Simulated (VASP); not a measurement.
# TiAl3 (Pmm2) in VASP: notebook, part 2 of 2

VASP 6.6.1. The steps go on from the part before.

## Step 3: Single point, PBE

File INCAR:

```
SYSTEM = TiAl3
PREC = Accurate
ENCUT = 520
EDIFF = 1E-6
ISMEAR = 0
SIGMA = 0.1
LREAL = .False.
LASPH = .True.
NELM = 100
ALGO = Fast
ISIF = 2
LWAVE = .False.
LCHARG = .False.
GGA = PE
NBANDS = 18
```

File KPOINTS:

```
Automatic mesh
0
Gamma
  10 6 6
  0.5 0.5 0.5
```

File POSCAR:

```
TiAl3
1.0
    2.8396770000      0.0000000000      0.0000000000
    0.0000000000      4.6812640000      0.0000000000
    0.0000000000      0.0000000000      4.9007420000
Ti Al
1 3
Direct
    0.0000000000      0.5000000000      0.1659160000
    0.5000000000      0.5000000000      0.6672710000
    0.5000000000      0.0000000000      0.3309120000
    0.0000000000      0.0000000000      0.8359000000
```

Potentials or basis: VASP PAW PBE potentials, release 64 (Ti_sv, Al).

Launch:

```bash
$ cat potpaw_PBE.64/Ti_sv/POTCAR potpaw_PBE.64/Al/POTCAR > POTCAR
$ mpirun -np 1 vasp_std > vasp.out
```

OUTCAR:

```text
SYSTEM = TiAl3
   PREC = Accurate
   ENCUT = 520
   EDIFF = 1E-6
   ISMEAR = 0
   LREAL = .False.
   LASPH = .True.
   NELM = 100
   ISIF = 2
   GGA = PE

 ion  position               nearest neighbor table
   1  0.000  0.500  0.166-   2 2.83   2 2.83   2 2.84   2 2.84   4 2.85   4 2.85   3 2.85   3 2.85
                             3 2.85   3 2.85
   2  0.500  0.500  0.667-   1 2.83   1 2.83   1 2.84   1 2.84   4 2.86   4 2.86   4 2.86   4 2.86
                             3 2.86   3 2.86
   3  0.500  0.000  0.331-   4 2.81   4 2.81   4 2.85   4 2.85   1 2.85   1 2.85   1 2.85   1 2.85
                             2 2.86   2 2.86
   4  0.000  0.000  0.836-   3 2.81   3 2.81   1 2.85   1 2.85   3 2.85   3 2.85   2 2.86   2 2.86
                             2 2.86   2 2.86

  LATTYP: Found a simple orthorhombic cell.
 ALAT       =     2.8396770000
 B/A-ratio  =     1.6485198845
 C/A-ratio  =     1.7258096607

  Lattice vectors:

 A1 = (   2.8396770000,   0.0000000000,   0.0000000000)
 A2 = (   0.0000000000,   4.6812640000,   0.0000000000)
 A3 = (   0.0000000000,   0.0000000000,   4.9007420000)

Analysis of symmetry for initial positions (statically):
=====================================================================
 Subroutine PRICEL returns:
 Original cell was already a primitive cell.

 Routine SETGRP: Setting up the symmetry group for a
 simple orthorhombic supercell.

 Subroutine GETGRP returns: Found  4 space group operations
 (whereof  4 operations were pure point group operations)
 out of a pool of  8 trial point group operations.

The static configuration has the point symmetry C_2v.

Analysis of symmetry for dynamics (positions and initial velocities):
=====================================================================
 Subroutine PRICEL returns:
 Original cell was already a primitive cell.

 Routine SETGRP: Setting up the symmetry group for a
 simple orthorhombic supercell.

 Subroutine GETGRP returns: Found  4 space group operations
 (whereof  4 operations were pure point group operations)
 out of a pool of  8 trial point group operations.

The dynamic configuration has the point symmetry C_2v.

 Subroutine INISYM returns: Found  4 space group operations
 (whereof  4 operations are pure point group operations),
 and found     1 'primitive' translations

----------------------------------------------------------------------------------------

                                     Primitive cell

  volume of cell :      65.1469

  direct lattice vectors                    reciprocal lattice vectors
     2.839677000  0.000000000  0.000000000     0.352152727  0.000000000  0.000000000
     0.000000000  4.681264000  0.000000000     0.000000000  0.213617519  0.000000000
     0.000000000  0.000000000  4.900742000     0.000000000  0.000000000  0.204050734

  length of vectors
     2.839677000  4.681264000  4.900742000     0.352152727  0.213617519  0.204050734

  position of ions in fractional coordinates (direct lattice)
     0.000000000  0.500000000  0.165916000
     0.500000000  0.500000000  0.667271000
     0.500000000  0.000000000  0.330912000
     0.000000000  0.000000000  0.835900000

  ion indices of the primitive-cell ions
   primitive index   ion index
[... 23 lines left out ...]
  Shift w.r.t. Gamma in fractional coordinates (k-lattice)
     0.500000000  0.500000000  0.500000000

 Subroutine IBZKPT returns following result:
 ===========================================

 Found     45 irreducible k-points:

 Following reciprocal coordinates:
            Coordinates               Weight
  0.050000  0.083333  0.083333      8.000000
  0.150000  0.083333  0.083333      8.000000
  0.250000  0.083333  0.083333      8.000000
  0.350000  0.083333  0.083333      8.000000
  0.450000  0.083333  0.083333      8.000000
  0.050000  0.250000  0.083333      8.000000
[... 16 lines left out ...]
  0.250000  0.250000  0.250000      8.000000
  0.350000  0.250000  0.250000      8.000000
 [... further k-points ...]
   k-points           NKPTS =     45   k-points in BZ     NKDIM =     45   number of bands    NBANDS=     18
   number of dos      NEDOS =    301   number of ions     NIONS =      4
   total plane-waves  NPLWV =  31104
   dimension x,y,z NGX =    24 NGY =   36 NGZ =   36
   dimension x,y,z NGXF=    48 NGYF=   72 NGZF=   72
   ions per type =               1   3
   NGX,Y,Z   is equivalent  to a cutoff of  14.05, 12.78, 12.21 a.u.
   NGXF,Y,Z  is equivalent  to a cutoff of  28.10, 25.57, 24.42 a.u.
 SYSTEM =  TiAl3
   PREC   = accura    normal or accurate (medium, high low for compatibility)
   ISTART =      0    job   : 0-new  1-cont  2-samecut
   ICHARG =      2    charge: 1-file 2-atom 10-const
   ISPIN  =      1    spin polarized calculation?
   LNONCOLLINEAR =      F non collinear calculations
   LSORBIT =      F    spin-orbit coupling
   LASPH  =      T    aspherical Exc in radial PAW
   ENCUT  =  520.0 eV  38.22 Ry    6.18 a.u.   5.28  8.70  9.11*2*pi/ulx,y,z
   NELM   =    100;   NELMIN=  2; NELMDL= -5     # of ELM steps
   EDIFF  = 0.1E-05   stopping-criterion for ELM
   LREAL  =      F    real-space projection
   EDIFFG = 0.1E-04   stopping-criterion for IOM
   NSW    =      0    number of steps for IOM
   IBRION =     -1    ionic relax: 0-MD 1-quasi-New 2-CG
   NFREE  =      0    steps in history (QN), initial steepest desc. (CG)
   ISIF   =      2    stress and relaxation
   ISYM   =      2    0-nonsym 1-usesym 2-fastsym
   POTIM  = 0.5000    time-step for ionic-motion
   TEBEG  =    0.0;   TEEND  =   0.0 temperature during run
   PSTRESS=    0.0 pullay stress
   NELECT =      21.0000    total number of electrons
   NUPDOWN=      -1.0000    fix difference up-down
   EMIN   =  10.00;   EMAX   =-10.00  energy-range for DOS
   EFERMI =   0.00;   METHOD = LEGACY
   ISMEAR =     0;   SIGMA  =   0.10  broadening in eV -4-tet -1-fermi 0-gaus
   EFERMI_NEDOS =   21; number of points for ismear=-14 and -15
   IALGO  =     68    algorithm
   IMIX   =      4    mixing-type and parameters
     AMIX     =   0.40;   BMIX     =  1.00
     AMIX_MAG =   1.60;   BMIX_MAG =  1.00
  volume/ion in A,a.u.               =      16.29       109.91
  Fermi-wavevector in a.u.,A,eV,Ry     =   1.122492  2.121202 17.143184  1.259988
  Thomas-Fermi vector in A             =   2.259152
   LORBIT       =      0    0 simple, 1 ext, 2 COOP (PROOUT), +10 PAW based schemes
   GGA     = PE    functional components
   LHFCALC =     F    Hartree Fock is set to
   AEXX    =    0.0000 exact exchange contribution
   IVDW    =     0    specifies the selected vdW correction
   LEPSILON=     F    determine dielectric tensor
   LRPA    =     F    only Hartree local field effects (RPA)
 non-spin polarized calculation
 RMM-DIIS sequential band-by-band and
 Gauss-broadening in eV      SIGMA  =   0.10
  energy-cutoff  :      520.00
  volume of cell :       65.15
 maximum number of plane-waves:      1766
 NGX is ok and might be reduce to    24
   NGX = 11   NGY = 17   NGZ = 19

 number of electron      21.0000004 magnetization

 Free energy of the ion-electron system (eV)
  ---------------------------------------------------
  ext. energy  EPLUGINS =         0.00000000
  ---------------------------------------------------
  free energy    TOTEN  =       -20.03276446 eV

  energy without entropy =      -20.01955152  energy(sigma->0) =      -20.02615799

 E-fermi :   8.0695     XC(G=0): -10.6318

 val. band max:        8.0438422800   @ k =   0.1500   0.0833   0.4167
 cond. band min:       8.0848040550   @ k =   0.1500   0.4167   0.4167
 fundamental gap:      0.0409617750
 Fermi energy:         8.0695459891

 k-point     1 :       0.0500    0.0833    0.0833
  band No.  band energies     occupation
      1     -48.4661      2.00000
      2     -24.7994      2.00000
      3     -24.7869      2.00000
      4     -24.4333      2.00000
      5      -1.9356      2.00000
      6       2.6816      2.00000
[... 481 lines left out ...]
      5       0.8777      2.00000
      6       3.5242      2.00000
[... 10 lines left out ...]
     17      11.6419      0.00000
     18      12.5393      0.00000

 [... further k-points ...]
[... 5 lines left out ...]
  --------------------------------------------------------------------------------------
  -------------------------------------------------------------------------------------
  Total       -0.2905377      0.0268758      0.1471719      0.0000000      0.0000000      0.0000000
  in kB       -7.1452787      0.6609632      3.6194406      0.0000000      0.0000000      0.0000000
  external PRESSURE =      -0.9549583 kB  Pullay stress =       0.0000000 kB

 VOLUME and BASIS-vectors are now :
 -----------------------------------------------------------------------------
  energy-cutoff  :      520.00
  volume of cell :       65.15
      direct lattice vectors                 reciprocal lattice vectors
     2.839677000  0.000000000  0.000000000     0.352152727  0.000000000  0.000000000
     0.000000000  4.681264000  0.000000000     0.000000000  0.213617519  0.000000000
     0.000000000  0.000000000  4.900742000     0.000000000  0.000000000  0.204050734

 POSITION                                       TOTAL-FORCE (eV/Angst)
 -----------------------------------------------------------------------------------
      0.00000      2.34063      0.81311         0.000000      0.000000     -0.056011
      1.41984      2.34063      3.27012         0.000000      0.000000      0.015225
      1.41984      0.00000      1.62171         0.000000      0.000000      0.014453
      0.00000      0.00000      4.09653         0.000000      0.000000      0.026333
 -----------------------------------------------------------------------------------
    total drift:                                0.000000      0.000000      0.000186

  FREE ENERGIE OF THE ION-ELECTRON SYSTEM (eV)
  ---------------------------------------------------
  free  energy   TOTEN  =       -20.0327644565 eV

  energy  without entropy=      -20.0195515163  energy(sigma->0) =      -20.02615799
```

It took 44 s on 1 thread of Intel Xeon 6975P-C (Granite Rapids), shared host; peak memory 0.19 GiB.

What came out:

```
Free energy   : -20.0328 eV
Pressure      : -0.1 GPa
Largest force : 0.056 eV/Å
```

Forces on the atoms (eV/Å):
```
Ti   0.000  0.000 -0.056
Al   0.000  0.000  0.015
Al   0.000  0.000  0.014
Al   0.000  0.000  0.026
```

Levels at points of the mesh, in eV from the Fermi level:
| k point | band 7 | band 8 | band 9 | band 10 | band 11 | band 12 | band 13 | band 14 | band 15 | band 16 |
| --- | --- | --- | --- | --- | --- | --- | --- | --- | --- | --- |
| (0.05, 0.08, 0.08) | -4.19 | -3.21 | -1.96 | -0.87 | -0.37 | 2.07 | 2.14 | 2.55 | 2.73 | 3.57 |

## Step 4: Single point, PBE

File INCAR:

```
PREC = Accurate ; ENCUT = 520
EDIFF = 1E-6 ; ISMEAR = 0
SIGMA = 0.1 ; LREAL = F
LASPH = T ; NELM = 80
ALGO = Fast ; ISIF = 2
LWAVE = F ; LCHARG = F
GGA = PE ; NBANDS = 18
```

File KPOINTS:

```
Automatic mesh
0
Gamma
  12 8 8
```

POSCAR is that of step 3.

Launch:

```bash
$ cat potpaw_PBE.64/Ti_sv/POTCAR potpaw_PBE.64/Al/POTCAR > POTCAR
$ mpirun -np 1 vasp_std > vasp.out
```

Run time: 2.4 min. Hardware: 1 thread of Intel Xeon 6975P-C (Granite Rapids), shared host; peak memory 0.31 GiB.

Results (log left out):

| Property | Result |
| --- | --- |
| Free energy | -20.0346 eV |
| Pressure | -0.1 GPa |
| Largest force | 0.052 eV/Å |

Forces in eV/Å, atoms in the order of the input:
```
Ti   0.000  0.000 -0.052
Al   0.000  0.000  0.011
Al   0.000  0.000  0.016
Al   0.000  0.000  0.025
```

Stress tensor (GPa, compression positive):
```
-1.02  0.00  0.00
 0.00  0.20  0.00
 0.00  0.00  0.48
```

Levels at points of the mesh, in eV from the Fermi level:
| k point | band 7 | band 8 | band 9 | band 10 | band 11 | band 12 | band 13 | band 14 | band 15 | band 16 |
| --- | --- | --- | --- | --- | --- | --- | --- | --- | --- | --- |
| (0.00, 0.00, 0.00) | -3.83 | -3.48 | -2.63 | -0.76 | -0.37 | 2.34 | 2.41 | 2.71 | 2.80 | 3.06 |
| (0.50, 0.00, 0.00) | -2.13 | -1.94 | -1.72 | 0.37 | 0.60 | 0.75 | 1.38 | 1.53 | 2.23 | 2.64 |
| (0.00, 0.50, 0.00) | -3.49 | -3.11 | -2.00 | -1.47 | -0.13 | 2.25 | 2.36 | 2.66 | 3.10 | 4.69 |
| (0.50, 0.50, 0.00) | -3.66 | -3.32 | -1.65 | -0.47 | -0.30 | 0.79 | 1.14 | 1.33 | 3.41 | 3.83 |
| (0.00, 0.00, 0.50) | -3.38 | -2.24 | -2.10 | -1.05 | -0.28 | 2.23 | 2.27 | 2.42 | 3.24 | 4.07 |
| (0.50, 0.00, 0.50) | -3.83 | -3.45 | -1.29 | -0.18 | -0.11 | 0.58 | 1.21 | 1.94 | 3.26 | 3.68 |
| (0.00, 0.50, 0.50) | -7.03 | -4.78 | -0.15 | -0.02 | 0.76 | 2.27 | 2.28 | 3.71 | 4.99 | 5.24 |
| (0.50, 0.50, 0.50) | -3.50 | -3.25 | -2.77 | -2.76 | -0.79 | -0.18 | 1.03 | 2.07 | 2.35 | 2.55 |

## Step 5: Summary

```tsv
k mesh	gap on the mesh (eV)	pressure (GPa)	largest force (eV/Å)
8 × 6 × 6	none	-0.1	0.05
10 × 6 × 6, shifted	none	-0.1	0.06
12 × 8 × 8	none	-0.1	0.05
```

Alike in all rows: task single point; level PBE; potentials or basis VASP PAW PBE potentials, release 64 (Ti_sv, Al); no spin polarisation; cell as given; cutoff (eV) 520; smearing gaussian 0.1 eV.

Every run on the cell as given and a fine mesh finds a metal.

Total energies depend on the potentials used, so only differences within one code and one set of settings carry meaning.
